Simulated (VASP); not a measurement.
# Fe (Fmmm) in VASP: further runs

Fe is run at these levels: LDA, PBEsol-based screened hybrid with 25 % exact exchange, PBE, PBE0; tasks: single point, relaxation of cell and atoms.

All numbers are computed with VASP 6.6.1; they aren't measurements. Logs are shortened: lines on timing, memory, paths and dates and some standing lists are left out, and cuts for length are marked.

## Step 1: The cell of the first run

The structure is orthorhombic, space group Fmmm (No. 69). Conventional cell: a = 2.977 Å, b = 3.857 Å, c = 3.904 Å, α = 90.00°, β = 90.00°, γ = 90.00°. Fe (site symmetry mmm) has 14 Fe at 2.44 to 2.98 Å within 3.2 Å.

## Step 2: Single point, LDA, collinear spin, ferromagnetic start

The input, INCAR:

```
SYSTEM = Fe
  PREC = Accurate
  ENCUT = 600
  EDIFF = 1E-6
  ISMEAR = -1
  SIGMA = 0.05
  LREAL = .False.
  LASPH = .True.
  NELM = 200
  ALGO = Normal
  ISIF = 2
  LWAVE = .False.
  LCHARG = .True.
  ISPIN = 2
  MAGMOM = 3
  LORBIT = 11
  LMAXMIX = 4
  LELF = .True.
  LVHAR = .True.
  NBANDS = 18
  GGA_COMPAT = .False.
```

The input, KPOINTS:

```
regular mesh
0
Gamma
  13 13 13
  0 0 0
```

The input, POSCAR:

```
Fe
1.0
    0.0000000000      1.9287074879      1.9519161397
    1.4883827645      0.0000000000      1.9519161397
    1.4883827645      1.9287074879      0.0000000000
Fe
1
Direct
    0.0000000000      0.0000000000      0.0000000000
```

Potentials or basis: VASP PAW LDA potentials, release 64 (Fe_sv).

On the command line:

```bash
$ cat potpaw_LDA.64/Fe_sv/POTCAR > POTCAR
$ mpirun -np 1 vasp_std > vasp.out
```

OUTCAR:

```text
SYSTEM = Fe
   PREC = Accurate
   ENCUT = 600
   EDIFF = 1E-6
   ISMEAR = -1
   LREAL = .False.
   LASPH = .True.
   NELM = 200
   ISIF = 2
   ISPIN = 2
   LORBIT = 11

 ion  position               nearest neighbor table
   1  0.000  0.000  0.000-

  LATTYP: Found a face centered orthorhombic cell.
 ALAT       =     2.9767655290
 B/A-ratio  =     1.2958410524
 C/A-ratio  =     1.3114342535

  Lattice vectors:

 A1 = (   0.0000000000,   1.9287074879,   1.9519161397)
 A2 = (   1.4883827645,   0.0000000000,   1.9519161397)
 A3 = (   1.4883827645,   1.9287074879,   0.0000000000)

Analysis of symmetry for initial positions (statically):
=====================================================================
 Subroutine PRICEL returns:
 Original cell was already a primitive cell.

 Routine SETGRP: Setting up the symmetry group for a
 face centered orthorhombic supercell.

 Subroutine GETGRP returns: Found  8 space group operations
 (whereof  8 operations were pure point group operations)
 out of a pool of  8 trial point group operations.

The static configuration has the point symmetry D_2h.

Analysis of symmetry for dynamics (positions and initial velocities):
=====================================================================
 Subroutine PRICEL returns:
 Original cell was already a primitive cell.

 Routine SETGRP: Setting up the symmetry group for a
 face centered orthorhombic supercell.

 Subroutine GETGRP returns: Found  8 space group operations
 (whereof  8 operations were pure point group operations)
 out of a pool of  8 trial point group operations.

The dynamic configuration has the point symmetry D_2h.

Analysis of structural, dynamic, and magnetic symmetry:
=====================================================================
 Subroutine PRICEL returns:
 Original cell was already a primitive cell.

 Routine SETGRP: Setting up the symmetry group for a
 face centered orthorhombic supercell.

 Subroutine GETGRP returns: Found  8 space group operations
 (whereof  8 operations were pure point group operations)
 out of a pool of  8 trial point group operations.

The overall configuration has the point symmetry D_2h.

 Subroutine INISYM returns: Found  8 space group operations
 (whereof  8 operations are pure point group operations),
 and found     1 'primitive' translations

----------------------------------------------------------------------------------------

                                     Primitive cell

  volume of cell :      11.2066

  direct lattice vectors                    reciprocal lattice vectors
     0.000000000  1.928707488  1.951916140    -0.335935091  0.259240970  0.256158546
     1.488382765  0.000000000  1.951916140     0.335935091 -0.259240970  0.256158546
     1.488382765  1.928707488  0.000000000     0.335935091  0.259240970 -0.256158546

  length of vectors
     2.744064356  2.454640477  2.436225734     0.495656602  0.495656602  0.495656602

  position of ions in fractional coordinates (direct lattice)
     0.000000000  0.000000000  0.000000000

  ion indices of the primitive-cell ions
   primitive index   ion index
                 1           1

----------------------------------------------------------------------------------------

 KPOINTS: regular mesh

Automatic generation of k-mesh.
 Grid dimensions read from file:
 generate k-points for:   13   13   13

 Generating k-lattice:

  Cartesian coordinates                     Fractional coordinates (reciprocal lattice)
    -0.025841161  0.019941613  0.019704504     0.076923077 -0.000000000  0.000000000
     0.025841161 -0.019941613  0.019704504    -0.000000000  0.076923077  0.000000000
     0.025841161  0.019941613 -0.019704504     0.000000000  0.000000000  0.076923077

  Length of vectors
     0.038127431  0.038127431  0.038127431

  Shift w.r.t. Gamma in fractional coordinates (k-lattice)
     0.000000000  0.000000000  0.000000000

 Subroutine IBZKPT returns following result:
 ===========================================

 Found    343 irreducible k-points:

 Following reciprocal coordinates:
            Coordinates               Weight
  0.000000  0.000000  0.000000      1.000000
  0.076923 -0.000000  0.000000      8.000000
  0.153846 -0.000000  0.000000      8.000000
  0.230769  0.000000 -0.000000      8.000000
  0.307692 -0.000000  0.000000      8.000000
  0.384615 -0.000000  0.000000      8.000000
[... 16 lines left out ...]
  0.384615  0.153846 -0.000000      8.000000
  0.461538  0.153846 -0.000000      8.000000
 [... further k-points ...]
   k-points           NKPTS =    343   k-points in BZ     NKDIM =    343   number of bands    NBANDS=     18
   number of dos      NEDOS =    301   number of ions     NIONS =      1
   total plane-waves  NPLWV =   9600
   dimension x,y,z NGX =    24 NGY =   20 NGZ =   20
   dimension x,y,z NGXF=    48 NGYF=   40 NGZF=   40
   ions per type =               1
   NGX,Y,Z   is equivalent  to a cutoff of  14.54, 13.55, 13.65 a.u.
   NGXF,Y,Z  is equivalent  to a cutoff of  29.08, 27.09, 27.30 a.u.
 SYSTEM =  Fe
   PREC   = accura    normal or accurate (medium, high low for compatibility)
   ISTART =      0    job   : 0-new  1-cont  2-samecut
   ICHARG =      2    charge: 1-file 2-atom 10-const
   ISPIN  =      2    spin polarized calculation?
   LNONCOLLINEAR =      F non collinear calculations
   LSORBIT =      F    spin-orbit coupling
   LASPH  =      T    aspherical Exc in radial PAW
   ENCUT  =  600.0 eV  44.10 Ry    6.64 a.u.   5.48  4.90  4.87*2*pi/ulx,y,z
   NELM   =    200;   NELMIN=  2; NELMDL= -5     # of ELM steps
   EDIFF  = 0.1E-05   stopping-criterion for ELM
   LREAL  =      F    real-space projection
   EDIFFG = 0.1E-04   stopping-criterion for IOM
   NSW    =      0    number of steps for IOM
   IBRION =     -1    ionic relax: 0-MD 1-quasi-New 2-CG
   NFREE  =      0    steps in history (QN), initial steepest desc. (CG)
   ISIF   =      2    stress and relaxation
   ISYM   =      2    0-nonsym 1-usesym 2-fastsym
   POTIM  = 0.5000    time-step for ionic-motion
   TEBEG  =    0.0;   TEEND  =   0.0 temperature during run
   PSTRESS=    0.0 pullay stress
   NELECT =      16.0000    total number of electrons
   NUPDOWN=      -1.0000    fix difference up-down
   EMIN   =  10.00;   EMAX   =-10.00  energy-range for DOS
   EFERMI =   0.00;   METHOD = LEGACY
   ISMEAR =    -1;   SIGMA  =   0.05  broadening in eV -4-tet -1-fermi 0-gaus
   EFERMI_NEDOS =   21; number of points for ismear=-14 and -15
   IALGO  =     38    algorithm
   IMIX   =      4    mixing-type and parameters
     AMIX     =   0.40;   BMIX     =  1.00
     AMIX_MAG =   1.60;   BMIX_MAG =  1.00
  volume/ion in A,a.u.               =      11.21        75.63
  Fermi-wavevector in a.u.,A,eV,Ry     =   1.843419  3.483557 46.235241  3.398194
  Thomas-Fermi vector in A             =   2.895116
   LORBIT       =     11    0 simple, 1 ext, 2 COOP (PROOUT), +10 PAW based schemes
   GGA     = CA    functional components
   LHFCALC =     F    Hartree Fock is set to
   AEXX    =    0.0000 exact exchange contribution
   IVDW    =     0    specifies the selected vdW correction
   LEPSILON=     F    determine dielectric tensor
   LRPA    =     F    only Hartree local field effects (RPA)
 spin polarized calculation
  energy-cutoff  :      600.00
  volume of cell :       11.21
 maximum number of plane-waves:       394
 NGX is ok and might be reduce to    24
   NGX = 11   NGY =  9   NGZ =  9

 number of electron      15.9999999 magnetization       2.0564274

 Free energy of the ion-electron system (eV)
  ---------------------------------------------------
  ext. energy  EPLUGINS =         0.00000000
  ---------------------------------------------------
  free energy    TOTEN  =        -9.24527753 eV

  energy without entropy =       -9.23644009  energy(sigma->0) =       -9.24085881

 E-fermi :  12.0127     XC(G=0): -14.2051

 val. band max:       12.0107424968   @ k =   0.4615   0.1538   0.1538
 cond. band min:      12.0154705915   @ k =   0.4615  -0.0769   0.3846
 fundamental gap:      0.0047280948
 Fermi energy:        12.0127367620

 spin component 1

 k-point     1 :       0.0000    0.0000    0.0000
  band No.  band energies     occupation
      1     -75.0664      1.00000
      2     -41.3709      1.00000
      3     -41.3557      1.00000
      4     -41.3485      1.00000
      5       3.3115      1.00000
      6       9.4997      1.00000
[... 10 lines left out ...]
     17      43.3529      0.00000
     18      43.4332      0.00000

 k-point     2 :       0.0769   -0.0000    0.0000
  band No.  band energies     occupation
      1     -75.0615      1.00000
      2     -41.3905      1.00000
      3     -41.3621      1.00000
      4     -41.3564      1.00000
      5       3.5520      1.00000
      6       9.5138      1.00000
[... 10 lines left out ...]
     17      42.8484      0.00000
     18      45.1769      0.00000
[... 442 lines left out ...]
 k-point    24 :       0.4615    0.1538   -0.0000
  band No.  band energies     occupation
      1     -74.9841      1.00000
      2     -41.7396      1.00000
      3     -41.5033      1.00000
      4     -41.3923      1.00000
      5       7.3660      1.00000
      6       8.8035      1.00000
[... 10 lines left out ...]
     17      50.5585      0.00000
     18      52.4776      0.00000

 [... further k-points ...]

 spin component 2

 k-point     1 :       0.0000    0.0000    0.0000
  band No.  band energies     occupation
      1     -72.8035      1.00000
      2     -39.1601      1.00000
      3     -39.1456      1.00000
      4     -39.1453      1.00000
      5       3.6694      1.00000
      6      11.1362      1.00000
[... 10 lines left out ...]
     17      44.1653      0.00000
     18      44.2517      0.00000

 k-point     2 :       0.0769   -0.0000    0.0000
  band No.  band energies     occupation
      1     -72.7981      1.00000
      2     -39.1830      1.00000
      3     -39.1541      1.00000
      4     -39.1510      1.00000
      5       3.9115      1.00000
      6      11.1476      1.00000
[... 10 lines left out ...]
     17      43.4081      0.00000
     18      45.9796      0.00000
[... 442 lines left out ...]
 k-point    24 :       0.4615    0.1538   -0.0000
  band No.  band energies     occupation
      1     -72.7147      1.00000
      2     -39.5647      1.00000
      3     -39.3083      1.00000
      4     -39.1884      1.00000
      5       8.3425      1.00000
      6      10.3398      1.00000
[... 10 lines left out ...]
     17      50.9230      0.00000
     18      53.0796      0.00000

 [... further k-points ...]

------------------------ aborting loop because EDIFF is reached ----------------------------------------

  FORCE on cell =-STRESS in cart. coord.  units (eV):
  Direction    XX          YY          ZZ          XY          YZ          ZX
  --------------------------------------------------------------------------------------
  -------------------------------------------------------------------------------------
  Total       -1.8225947     -1.0898417     -1.2221027     -0.0000000      0.0000000      0.0000000
  in kB     -260.5724712   -155.8123480   -174.7214175     -0.0000000      0.0000000      0.0000000
  external PRESSURE =    -197.0354122 kB  Pullay stress =       0.0000000 kB

 VOLUME and BASIS-vectors are now :
 -----------------------------------------------------------------------------
  energy-cutoff  :      600.00
  volume of cell :       11.21
      direct lattice vectors                 reciprocal lattice vectors
     0.000000000  1.928707488  1.951916140    -0.335935091  0.259240970  0.256158546
     1.488382765  0.000000000  1.951916140     0.335935091 -0.259240970  0.256158546
     1.488382765  1.928707488  0.000000000     0.335935091  0.259240970 -0.256158546

 POSITION                                       TOTAL-FORCE (eV/Angst)
 -----------------------------------------------------------------------------------
      0.00000      0.00000      0.00000         0.000000      0.000000     -0.000000
 -----------------------------------------------------------------------------------
    total drift:                                0.000000      0.000000      0.000000

  FREE ENERGIE OF THE ION-ELECTRON SYSTEM (eV)
  ---------------------------------------------------
  free  energy   TOTEN  =        -9.2452775302 eV

  energy  without entropy=       -9.2364400938  energy(sigma->0) =       -9.24085881

 total charge

# of ion       s       p       d       tot
------------------------------------------
    1        2.190   6.035   5.532  13.757

 magnetization (x)

# of ion       s       p       d       tot
------------------------------------------
    1       -0.002  -0.004   2.026   2.020
```

Run time: 1.9 min. Hardware: 1 thread of Intel Xeon Platinum 8259CL at 2.50GHz (Skylake/Cascade Lake), shared host; peak memory 0.22 GiB.

Results:

| Item | Value |
| --- | --- |
| Free energy | -9.2453 eV |
| Pressure | -19.7 GPa |
| Net moment | 2.06 μB per cell |
| Site moments | Fe +2.02 μB |
| Valence electrons inside the program's atomic spheres | Fe 13.76 |

Caveat: the cell stands under tension.

## Step 3: Single point, PBEsol-based screened hybrid with 25 % exact exchange, collinear spin, ferromagnetic start

This run uses another cell than the first one, of 11.44 Å³/atom.

The input, POSCAR:

```
Fe
1.0
    0.0000000000      1.9417396906      1.9651051623
    1.4984397099      0.0000000000      1.9651051623
    1.4984397099      1.9417396906      0.0000000000
Fe
1
Direct
    0.0000000000      0.0000000000      0.0000000000
```

The input, INCAR.step1:

```
SYSTEM = Fe
PREC = Accurate ; ENCUT = 520
EDIFF = 1E-5 ; ISMEAR = -1
SIGMA = 0.05 ; LREAL = .False.
LASPH = .True. ; NELM = 150
ALGO = Normal ; ISIF = 2
LWAVE = .True. ; LCHARG = .False.
ISPIN = 2 ; MAGMOM = 3
LORBIT = 11 ; LMAXMIX = 4
NBANDS = 14 ; GGA = PE
```

The input, INCAR.step2:

```
SYSTEM = Fe
PREC = Accurate ; ENCUT = 520
EDIFF = 1E-6 ; ISMEAR = -1
SIGMA = 0.05 ; LREAL = .False.
LASPH = .True. ; NELM = 150
ALGO = Normal ; ISIF = 2
LWAVE = .False. ; LCHARG = .False.
ISPIN = 2 ; MAGMOM = 3
LORBIT = 11 ; LMAXMIX = 4
GGA = PS ; LHFCALC = .True.
AEXX = 0.25 ; HFSCREEN = 0.207
PRECFOCK = Normal ; NBANDS = 14
ISTART = 1
```

The input, KPOINTS:

```
Automatic mesh
0
Gamma
  7 7 7
  0 0 0
```

Potentials or basis: VASP PAW PBE potentials, release 64 (Fe).

On the command line:

```bash
$ cat potpaw_PBE.64/Fe/POTCAR > POTCAR
$ cp INCAR.step1 INCAR
$ mpirun -np 1 vasp_std > vasp.out
$ cp INCAR.step2 INCAR
$ mpirun -np 1 vasp_std > vasp.out
```

Run time: 62 min. Hardware: 1 thread of AMD EPYC 7R13 (Zen 3), shared host; peak memory 0.22 GiB.

Results (log left out):

| Item | Value |
| --- | --- |
| Free energy | -11.9255 eV |
| Pressure | 9.7 GPa |
| Net moment | 2.87 μB per cell |
| Site moments | Fe +2.89 μB |
| Valence electrons inside the program's atomic spheres | Fe 7.29 |

Stress tensor (GPa, compression positive):
```
 7.00  0.00  0.00
 0.00 12.01  0.00
 0.00  0.00  9.96
```

Levels at points of the mesh, in eV from the Fermi level:
Spin up:
```tsv
k point	band 1	band 2	band 3	band 4	band 5	band 6	band 7	band 8	band 9	band 10
(0.00, 0.00, 0.00)	-9.75	-5.21	-5.14	-4.88	-3.99	-3.60	24.91	26.39	26.66	30.71
```
Spin down:
```
           k point  band 1  band 2  band 3  band 4  band 5  band 6  band 7
(0.00, 0.00, 0.00)  -10.04    0.43    0.73    1.73    3.09    4.07   24.31
```

Caveat: the k points lie up to 0.44 Å⁻¹ apart; the PAW data sets were made with another functional, which shifts forces and pressure a little.

## Step 4: Single point, PBE, collinear spin, ferromagnetic start

This run uses another cell than the first one, of 11.44 Å³/atom.

The input, INCAR:

```
PREC = Accurate
ENCUT = 520
EDIFF = 1E-6
ISMEAR = 0
SIGMA = 0.011
LREAL = False
LASPH = True
NELM = 150
ALGO = Fast
ISIF = 2
LWAVE = False
LCHARG = True
ISPIN = 2
MAGMOM = 3
LORBIT = 11
LMAXMIX = 4
GGA = PE
LELF = True
LVHAR = True
NBANDS = 14
```

The input, KPOINTS:

```
regular mesh
0
Gamma
  13 13 13
```

POSCAR is that of step 3.

On the command line:

```bash
$ cat potpaw_PBE.64/Fe/POTCAR > POTCAR
$ mpirun -np 1 vasp_std > vasp.out
```

It took 44 s on 1 thread of Intel Xeon 6975P-C (Granite Rapids), shared host; peak memory 0.2 GiB.

Results (log left out):

* Free energy: -8.2210 eV
* Pressure: -1.4 GPa
* Net moment: 2.19 μB per cell
* Site moments: Fe +2.19 μB
* Valence electrons inside the program's atomic spheres: Fe 7.26

Stress tensor (GPa, compression positive):
```
-6.49  0.00  0.00
 0.00  1.47  0.00
 0.00  0.00  0.92
```

Levels at points of the mesh, in eV from the Fermi level:
Spin up:
| k point | band 2 | band 3 | band 4 | band 5 | band 6 | band 7 | band 8 | band 9 |
| --- | --- | --- | --- | --- | --- | --- | --- | --- |
| (0.00, 0.00, 0.00) | -2.45 | -2.37 | -2.04 | -1.35 | -0.97 | 23.85 | 25.33 | 25.59 |
Spin down:
```tsv
k point	band 1	band 2	band 3	band 4	band 5	band 6	band 7
(0.00, 0.00, 0.00)	-8.27	-0.64	-0.47	0.01	1.28	1.89	23.56
```

## Step 5: Relaxation of cell and atoms, PBE, collinear spin, ferromagnetic start

This run uses another cell than the first one, of 11.44 Å³/atom.

The input, INCAR:

```
ALGO = Normal
EDIFF = 1E-7
EDIFFG = -0.01
ENCUT = 600
GGA = PE
IBRION = 2
ISIF = 3
ISMEAR = -1
ISPIN = 2
LASPH = T
LCHARG = F
LMAXMIX = 4
LORBIT = 11
LREAL = F
LWAVE = F
MAGMOM = 3
NELM = 150
NSW = 60
PREC = Accurate
SIGMA = 0.05
```

The input, KPOINTS:

```
k-points
0
Gamma
  13 13 13
```

POSCAR is that of step 4.

On the command line:

```bash
$ cat potpaw_PBE.64/Fe/POTCAR > POTCAR
$ mpirun -np 1 vasp_std > vasp.out
```

It took 2.8 min on 1 thread of Intel Xeon 6975P-C (Granite Rapids), shared host; peak memory 0.22 GiB.

Results (log left out):

- Free energy: -8.2442 eV
- Relaxed volume: 11.29 Å³/atom
- Relaxed cell: a = 2.828 Å, b = 2.447 Å, c = 2.449 Å, α = 70.55°, β = 54.70°, γ = 54.75°
- Space group after relaxing (to 0.1 Å): Im-3m (No. 229)
- Energy gained by relaxing: 18.6 meV/atom
- Ionic steps: 8
- Pressure after relaxing: 0.0 GPa
- Net moment: 2.13 μB per cell
- Site moments: Fe +2.13 μB
- Valence electrons inside the program's atomic spheres: Fe 7.28

Stress tensor (GPa, compression positive):
```
 0.10  0.00  0.00
 0.00 -0.09  0.00
 0.00  0.00  0.07
```

The path:
```csv
step,energy change (eV),largest force (eV/Å),pressure (GPa),volume (Å³)
1,0.0000,0.0000,-1.07,11.44
2,-0.0097,0.0000,0.12,11.31
3,-0.0160,0.0000,2.77,11.14
4,-0.0161,0.0000,3.41,11.11
5,-0.0180,0.0000,-1.06,11.36
6,-0.0186,0.0000,0.32,11.28
7,-0.0186,0.0000,0.26,11.28
8,-0.0186,0.0000,0.03,11.29
```

Final structure:
```yaml
crystal:
  lattice:
    - [0.00000, 2.00018, 1.99857]
    - [1.41254, 0.00000, 1.99857]
    - [1.41254, 2.00018, 0.00000]
  atoms:
    - { symbol: Fe, position: [0.00000, 0.00000, 0.00000] }
```

Levels at points of the mesh, in eV from the Fermi level:
Spin up:
```tsv
k point	band 2	band 3	band 4	band 5	band 6	band 7	band 8	band 9
(0.00, 0.00, 0.00)	-2.30	-2.30	-2.30	-1.10	-1.10	25.06	25.08	25.09
```
Spin down:
```tsv
k point	band 1	band 2	band 3	band 4	band 5	band 6
(0.00, 0.00, 0.00)	-8.31	-0.47	-0.47	-0.46	1.62	1.63
```

(Part 1 of 2 ends here.)
